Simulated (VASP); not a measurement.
# Re (P6_3/mmc) in VASP: notebook, part 2 of 2

VASP 6.6.1.

## 3. Relaxation of shape and atoms at fixed volume, PBE (15.25 Å³/atom)

This run uses another cell than the first one, of 15.25 Å³/atom.

INCAR

```
SYSTEM = Re
ALGO     = Normal         ! electronic algorithm
EDIFF    = 1E-6           ! SCF threshold, eV
EDIFFG   = -0.01          ! ionic threshold
ENCUT    = 600            ! plane-wave cutoff, eV
GGA      = PE             ! functional
IBRION   = 2              ! ionic algorithm
ISIF     = 4              ! what is computed and relaxed
ISMEAR   = 0              ! smearing method
LASPH    = .True.         ! aspherical terms in the spheres
LCHARG   = .False.        ! write CHGCAR
LREAL    = .False.        ! projectors in reciprocal space
LWAVE    = .False.        ! write WAVECAR
NELM     = 80             ! most SCF steps
NSW      = 60             ! ionic steps
PREC     = Accurate       ! precision mode
SIGMA    = 0.05           ! smearing width, eV
```

KPOINTS

```
k-points
0
Gamma
  18 18 10
  0 0 0
```

POSCAR

```
Re
1.0
    2.7928474302      0.0000000000      0.0000000000
   -1.3964237151      2.4186768235      0.0000000000
    0.0000000000      0.0000000000      4.5149500394
Re
2
Direct
    0.3333333333      0.6666666667      0.2500000000
    0.6666666667      0.3333333333      0.7500000000
```

Potentials or basis: VASP PAW PBE potentials, release 64 (Re).

Launch:

```console
$ cat potpaw_PBE.64/Re/POTCAR > POTCAR
$ mpirun -np 1 vasp_std > vasp.out
```

OUTCAR:

```text
SYSTEM = Re
   EDIFF = 1E-6
   EDIFFG = -0.01
   ENCUT = 600
   GGA = PE
   IBRION = 2
   ISIF = 4
   ISMEAR = 0
   LASPH = .True.
   LREAL = .False.
   NELM = 80
   NSW = 60
   PREC = Accurate

 ion  position               nearest neighbor table
   1  0.333  0.667  0.250-   2 2.77   2 2.77   2 2.77   2 2.77   2 2.77   2 2.77
   2  0.667  0.333  0.750-   1 2.77   1 2.77   1 2.77   1 2.77   1 2.77   1 2.77

  LATTYP: Found a hexagonal cell.
 ALAT       =     2.7928474302
 C/A-ratio  =     1.6166117743

  Lattice vectors:

 A1 = (   2.7928474302,   0.0000000000,   0.0000000000)
 A2 = (  -1.3964237151,   2.4186768235,   0.0000000000)
 A3 = (   0.0000000000,   0.0000000000,   4.5149500394)

Analysis of symmetry for initial positions (statically):
=====================================================================
 Subroutine PRICEL returns:
 Original cell was already a primitive cell.

 Routine SETGRP: Setting up the symmetry group for a
 hexagonal supercell.

 Subroutine GETGRP returns: Found 24 space group operations
 (whereof 12 operations were pure point group operations)
 out of a pool of 24 trial point group operations.

The static configuration has the point symmetry D_3d.
 The point group associated with its full space group is D_6h.

Analysis of symmetry for dynamics (positions and initial velocities):
=====================================================================
 Subroutine PRICEL returns:
 Original cell was already a primitive cell.
[... 234 lines left out ...]
  ---------------------------------------------------
  ext. energy  EPLUGINS =         0.00000000
  ---------------------------------------------------
  free energy    TOTEN  =       -24.83876338 eV

  energy without entropy =      -24.83664955  energy(sigma->0) =      -24.83770646

 E-fermi :   7.4305     XC(G=0): -13.5341

 val. band max:        7.4217804876   @ k =   0.3889   0.2222   0.3000
 cond. band min:       7.4355227419   @ k =   0.1667   0.0556   0.1000
 fundamental gap:      0.0137422543
 Fermi energy:         7.4305289338

 k-point     1 :       0.0000    0.0000    0.0000
  band No.  band energies     occupation
      1      -2.1697      2.00000
      2       1.0848      2.00000
      3       5.9505      2.00000
      4       5.9630      2.00000
      5       5.9630      2.00000
      6       6.7504      2.00000
      7       6.7504      2.00000
      8       7.6371      0.00000
      9       7.6371      0.00000
     10       7.9937      0.00000
     11      10.6488      0.00000
[... 309 lines left out ...]
 k-point    24 :       0.3889    0.1111    0.0000
  band No.  band energies     occupation
      1       2.0731      2.00000
      2       2.2418      2.00000
      3       2.5731      2.00000
      4       5.2100      2.00000
      5       5.4778      2.00000
      6       6.1241      2.00000
      7       6.8426      2.00000
      8      10.4880      0.00000
      9      11.0555      0.00000
     10      11.3150      0.00000
     11      12.7920      0.00000

 [... further k-points ...]

------------------------ aborting loop because EDIFF is reached ----------------------------------------

  FORCE on cell =-STRESS in cart. coord.  units (eV):
  Direction    XX          YY          ZZ          XY          YZ          ZX
  --------------------------------------------------------------------------------------
  -------------------------------------------------------------------------------------
  Total       -1.4228499     -1.4228499     -1.4099280     -0.0000000      0.0000000     -0.0000000
  in kB      -74.7466367    -74.7466367    -74.0678120     -0.0000000      0.0000000     -0.0000000
  external PRESSURE =     -74.5203618 kB  Pullay stress =       0.0000000 kB
[... 17 lines left out ...]
  FREE ENERGIE OF THE ION-ELECTRON SYSTEM (eV)
  ---------------------------------------------------
  free  energy   TOTEN  =       -24.8387633766 eV

  energy  without entropy=      -24.8366495513  energy(sigma->0) =      -24.83770646

 reached required accuracy - stopping structural energy minimisation
```

OSZICAR:

```text
N       E                     dE             d eps       ncg     rms          rms(c)
DAV:   1     0.357398343118E+02    0.35740E+02   -0.73757E+03  8512   0.171E+03
DAV:   2    -0.181237685776E+02   -0.53864E+02   -0.45930E+02  7547   0.321E+02
[... 15 lines left out ...]
   2 F= -.24838756E+02 E0= -.24837695E+02  d E =0.127094E-05
       N       E                     dE             d eps       ncg     rms          rms(c)
DAV:   1    -0.248387745522E+02   -0.19118E-04   -0.99505E-04  7611   0.119E+00    0.165E-02
DAV:   2    -0.248387659934E+02    0.85588E-05   -0.10728E-05  8082   0.470E-02    0.872E-03
DAV:   3    -0.248387633289E+02    0.26645E-05   -0.45987E-06  4565   0.385E-02    0.369E-03
DAV:   4    -0.248387633766E+02   -0.47728E-07   -0.75804E-07  3522   0.351E-02
   3 F= -.24838763E+02 E0= -.24837706E+02  d E =-.649889E-05
```

CONTCAR:

```text
Re
   1.00000000000000
     2.7933553199179011   -0.0000000000000000   -0.0000000000000000
    -1.3966776599589505    2.4191166688962249    0.0000000000000000
     0.0000000000000000   -0.0000000000000000    4.5133083662375464
  Re
     2
Direct
     0.3333333332999970    0.6666666667000030    0.2500000000000000
     0.6666666667000030    0.3333333332999970    0.7500000000000000

  0.00000000E+00  0.00000000E+00  0.00000000E+00
  0.00000000E+00  0.00000000E+00  0.00000000E+00
```

It took 52 s on 1 thread of Intel Xeon 6975P-C (Granite Rapids), shared host; peak memory 0.22 GiB.

Results:

| Property | Result |
| --- | --- |
| Free energy | -24.8388 eV |
| Energy gained by relaxing | 0.0 meV/atom |
| Ionic steps | 3 |
| Pressure after relaxing | -7.5 GPa |
| Band gap on the k mesh | zero (bands 7 and 8 overlap by 2.97 eV) |

Final structure:
```
Re
1.0
     2.79336    0.00000    0.00000
    -1.39668    2.41912    0.00000
     0.00000    0.00000    4.51331
Re
2
Direct
  0.33333 0.66667 0.25000
  0.66667 0.33333 0.75000
```

Caveat: spin-orbit coupling is left out, which moves the levels of the heavy elements.

## 4. Relaxation of shape and atoms at fixed volume, PBE (15.55 Å³/atom)

This run uses another cell than the first one, of 15.55 Å³/atom.

INCAR

```
  PREC = Accurate
  ENCUT = 600
  EDIFF = 1E-7
  ISMEAR = 0
  SIGMA = 0.05
  LREAL = False
  LASPH = True
  NELM = 60
  ALGO = Normal
  ISIF = 4
  LWAVE = False
  LCHARG = False
  GGA = PE
  IBRION = 2
  NSW = 60
  EDIFFG = -0.01
```

KPOINTS

```
regular mesh
0
Gamma
  18 18 10
```

POSCAR

```
Re
1.0
    2.8109833113      0.0000000000      0.0000000000
   -1.4054916557      2.4343829572      0.0000000000
    0.0000000000      0.0000000000      4.5442687183
Re
2
Direct
    0.3333333333      0.6666666667      0.2500000000
    0.6666666667      0.3333333333      0.7500000000
```

Launch:

```console
$ cat potpaw_PBE.64/Re/POTCAR > POTCAR
$ mpirun -np 1 vasp_std > vasp.out
```

It took 53 s on 1 thread of Intel Xeon 6975P-C (Granite Rapids), shared host; peak memory 0.22 GiB.

Results (log left out):

```yaml
Free_energy: -24.7991 eV
Energy_gained_by_relaxing: 0.0 meV/atom
Ionic_steps: 3
Pressure_after_relaxing: -13.7 GPa
Band_gap_on_the_k_mesh: zero (bands 7 and 8 overlap by 2.88 eV)
```

Final structure:
```yaml
crystal:
  lattice:
    - [2.81175, 0.00000, 0.00000]
    - [-1.40587, 2.43504, 0.00000]
    - [0.00000, 0.00000, 4.54180]
  atoms:
    - { symbol: Re, position: [0.33333, 0.66667, 0.25000] }
    - { symbol: Re, position: [0.66667, 0.33333, 0.75000] }
```

Levels at points of the mesh, in eV from the Fermi level:
```csv
k point,band 5,band 6,band 7,band 8,band 9,band 10
"(0.00, 0.00, 0.00)",-1.42,-0.66,-0.66,0.20,0.20,0.53
"(0.50, 0.00, 0.00)",-1.69,-1.27,-0.55,3.66,4.02,4.14
"(0.00, 0.00, 0.50)",-1.55,-1.55,-1.55,-1.55,2.36,2.36
"(0.50, 0.00, 0.50)",0.40,0.40,0.84,0.84,3.94,3.95
```

Caveat: spin-orbit coupling is left out, which moves the levels of the heavy elements.

## 5. Summary

```csv
task,cell,gap on the mesh (eV),pressure (GPa)
relaxation of cell and atoms,"relaxed from a = 2.761, b = 2.761, c = 4.458 Å, angles 90.0, 90.0, 120.0°, 2 atoms",none,0.0
relaxation of shape and atoms at fixed volume,"relaxed from a = 2.793, b = 2.793, c = 4.515 Å, angles 90.0, 90.0, 120.0°, 2 atoms",none,-7.5
relaxation of shape and atoms at fixed volume,"relaxed from a = 2.811, b = 2.811, c = 4.544 Å, angles 90.0, 90.0, 120.0°, 2 atoms",none,-13.7
```

Alike in all rows: level PBE; potentials or basis VASP PAW PBE potentials, release 64 (Re); no spin polarisation; k mesh 18 × 18 × 10; cutoff (eV) 600; smearing gaussian 0.05 eV.

Caveats: spin-orbit coupling is left out, which moves the levels of the heavy elements.

Absolute energies hang on the potentials; compare differences alone.
